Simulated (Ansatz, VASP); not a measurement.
## PbS in VASP and in Ansatz

File INCAR:

```
SYSTEM = PbS
PREC     = Accurate       ! precision mode
ENCUT    = 500            ! plane-wave cutoff, eV
EDIFF    = 1E-6           ! SCF threshold, eV
ISMEAR   = 0              ! smearing method
SIGMA    = 0.01           ! smearing width, eV
LREAL    = .False.        ! projectors in reciprocal space
LASPH    = .True.         ! aspherical terms in the spheres
NELM     = 120            ! most SCF steps
ALGO     = Normal         ! electronic algorithm
ISIF     = 2              ! what is computed and relaxed
LWAVE    = .False.        ! write WAVECAR
LCHARG   = .True.         ! write CHGCAR
LELF     = .True.         ! ELF
LVHAR    = .True.       
NBANDS   = 28             ! bands
GGA_COMPAT= .False.
```

The input KPOINTS:

```
regular mesh
0
Gamma
  6 6 4
  0 0 0
```

The input POSCAR:

```
PbS
1.0
    2.0569420000     -3.5658295000      0.0000000000
    2.0569420000      3.5658295000      0.0000000000
    0.0000000000      0.0000000000      7.5599450000
Pb S
2 2
Direct
    0.0010320000      0.9989680000      0.5132680000
    0.9989680000      0.0010320000      0.0132680000
    0.6671450000      0.3328550000      0.3075320000
    0.3328550000      0.6671450000      0.8075320000
```

Input for Ansatz:

```yaml
crystal:
  lattice:
    a: 4.113884
    b: 7.131659
    c: 7.559945
    alpha: 90.0
    beta: 90.0
    gamma: 90.0
  space_group: 36
  setting:
    hermann_mauguin: Cmc21
  atoms:
    - { symbol: Pb, position: [0.5, 0.498968, 0.513268] }
    - { symbol: S, position: [0.0, 0.332855, 0.307532] }
  reduce_to_primitive: true
basis:
  ecutwfc: 435.382179935808
kpoints:
  mp_grid:
    grid: [6, 6, 4]
hamiltonian:
  xc: lda
  pseudopotentials:
    kind: paw
scf:
  occupations:
    method: fixed
output:
  stress: true
```

Alike in both runs: task single point; functional LDA; k mesh 6 × 6 × 4; no spin polarisation.

|  | VASP | Ansatz |
| --- | --- | --- |
| version | VASP 6.6.1 | Ansatz 0.2.0 |
| potentials or method | VASP PAW LDA potentials, release 64 (Pb_d, S), cutoff 500 eV | plane waves, PAW |
| occupations | gaussian, width 0.01 eV | fixed |
| valence electrons in the cell | 40 | 40 |

|  | VASP | Ansatz | Ansatz less VASP |
| --- | --- | --- | --- |
| pressure (GPa) | -3.3 | -3.4 | -0.04 |
| traceless stress, the component that is largest in VASP (GPa) | -0.23 | -0.25 | -0.021 |

LDA's correlation is that of Perdew and Zunger in VASP and of Perdew and Wang (1992) in Ansatz.

Neither program's run includes spin-orbit coupling.
